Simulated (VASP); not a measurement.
## Ge4MoW: relaxation of cell and atoms with PBE

The system is Ge4MoW.

```
CELL_PARAMETERS angstrom
3.57288 0.00000 0.00000
0.00000 3.57288 0.00000
0.00000 0.00000 8.80940
ATOMIC_POSITIONS crystal
Ge 0.00000 0.00000 0.66167
Ge 0.50000 0.50000 0.16167
Ge 0.00000 0.00000 0.33833
Ge 0.50000 0.50000 0.83833
Mo 0.00000 0.00000 0.00000
W 0.50000 0.50000 0.50000
```

```json
{
 "Program": "VASP 6.6.1",
 "Task": "relaxation of cell and atoms",
 "Functional": "PBE",
 "Potentials or basis": "VASP PAW PBE potentials, release 64 (Ge_d, Mo_sv, W_sv)",
 "Cutoff": "600 eV",
 "k mesh": "6 × 6 × 2",
 "Occupations": "gaussian, width 0.1 eV",
 "Spin": "no spin polarisation",
 "Dipole correction": "no",
 "Further INCAR settings": "ALGO = Normal; EDIFF = 1e-06; IBRION = 2; EDIFFG = -0.04; NSW = 90; ISIF = 3"
}
```

```json
{"Relaxed volume": "15.47 Å³/atom", "Relaxed cell": "a = 3.338 Å, b = 3.338 Å, c = 8.327 Å, α = 90.00°, β = 90.00°, γ = 90.00°", "Space group after relaxing (to 0.05 Å)": "P4/mmm (No. 123)", "Energy gained by relaxing": "255.0 meV/atom", "Ionic steps": "11", "Pressure after relaxing": "-0.1 GPa", "Largest force after relaxing": "0.038 eV/Å", "Band gap on the k mesh": "zero (band 42 reaches 10.45 eV, above the bottom of band 43 at 9.56 eV)"}
```

Forces in eV/Å, atoms in the order of the input:
```
Ge   0.000  0.000  0.038
Ge   0.000  0.000 -0.017
Ge   0.000  0.000 -0.038
Ge   0.000  0.000  0.017
Mo   0.000  0.000  0.000
W    0.000  0.000  0.000
```

Stress tensor (GPa, compression positive):
```
-0.01  0.00  0.00
 0.00 -0.01  0.00
 0.00  0.00 -0.24
```

Step by step:
| step | energy change (eV) | largest force (eV/Å) | pressure (GPa) | volume (Å³) |
| --- | --- | --- | --- | --- |
| 1 | 0.0000 | 0.3715 | -20.49 | 112.46 |
| 2 | 0.3206 | 1.5565 | 45.49 | 77.78 |
| 3 | -1.5158 | 0.3237 | -1.21 | 93.51 |
| 4 | -1.5179 | 0.3526 | -0.20 | 93.02 |
| 5 | -1.5177 | 0.3730 | 0.44 | 92.66 |
| 6 | -1.5287 | 0.0416 | 0.55 | 92.39 |
| 7 | -1.5290 | 0.0863 | 0.57 | 92.43 |
| 8 | -1.5290 | 0.0244 | -0.60 | 93.07 |
| 9 | -1.5297 | 0.0455 | 0.13 | 92.73 |
| 10 | -1.5297 | 0.0302 | -0.28 | 92.84 |
| 11 | -1.5297 | 0.0381 | -0.09 | 92.79 |

Final structure:
```
Ge Mo W
1.0
     3.33809    0.00000    0.00000
     0.00000    3.33809    0.00000
     0.00000    0.00000    8.32739
Ge Mo W
4 1 1
Direct
  0.00000 0.00000 0.66262
  0.50000 0.50000 0.16133
  0.00000 0.00000 0.33738
  0.50000 0.50000 0.83867
  0.00000 0.00000 0.00000
  0.50000 0.50000 0.50000
```

Levels at points of the mesh, in eV from the Fermi level:
```csv
k point,band 39,band 40,band 41,band 42,band 43,band 44,band 45,band 46
"(0.00, 0.00, 0.00)",-0.39,-0.39,-0.34,-0.34,0.48,0.82,2.60,2.63
"(0.50, 0.00, 0.00)",-2.14,-2.08,-0.19,-0.03,1.72,2.21,2.33,2.64
"(0.50, 0.50, 0.00)",-2.66,-2.66,-1.18,-1.18,1.89,2.07,2.38,2.52
"(0.00, 0.00, 0.50)",-1.72,-1.72,0.48,0.52,0.78,0.82,1.56,1.56
"(0.50, 0.00, 0.50)",-2.11,-2.07,-0.05,0.12,1.86,2.29,2.62,2.98
"(0.50, 0.50, 0.50)",-1.97,-1.97,-1.82,-1.82,-0.37,-0.23,1.89,2.52
```

It took 34 min on 1 thread of Intel Xeon 8259CL, with other jobs on the host, peak memory 0.35 GiB.

Caveat: the volume moved by over 15 % at a fixed basis, so the end points are rough; spin-orbit coupling is left out, which moves the levels of the heavy elements.
